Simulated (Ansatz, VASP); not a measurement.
InSb: VASP beside Ansatz

```
CELL_PARAMETERS angstrom
3.05494 0.00000 0.00000
0.00000 3.05494 0.00000
0.00000 0.00000 6.37919
ATOMIC_POSITIONS crystal
In 0.00000 0.00000 0.00000
Sb 0.00000 0.00000 0.50000
```

Change from the starting cell: mode 4 frozen in at +0.000 Å, strain +e along z and -e/2 along x and y +0.0233.

Alike in both runs: task single point; functional PBE; k mesh 14 × 14 × 8; occupations gaussian, width 0.15 eV; no spin polarisation.

```csv
,VASP,Ansatz
version,VASP 6.6.1,Ansatz 0.2.0
potentials or method,"VASP PAW PBE potentials, release 64 (In_d, Sb), cutoff 500 eV","scalar-relativistic, plane waves, PAW"
valence electrons in the cell,18,28
```

Ansatz gave:

| Property | Result |
| --- | --- |
| gap on the k mesh at the Fermi level (eV) | none |
| pressure (GPa) | 0.3 |
| traceless stress, the component that is largest in VASP (GPa) | -2.01 |

Problem. Which values does VASP return?

Solution. gap on the k mesh at the Fermi level (eV): none; pressure (GPa): 0.2; traceless stress, the component that is largest in VASP (GPa): -2.02.

A gap of «none» marks a metal or a gap that the smearing closes. VASP's potentials hold 18 valence electrons a cell and Ansatz's 28, so a difference there can come from the potentials and not from the codes.

Spin-orbit coupling is off throughout.
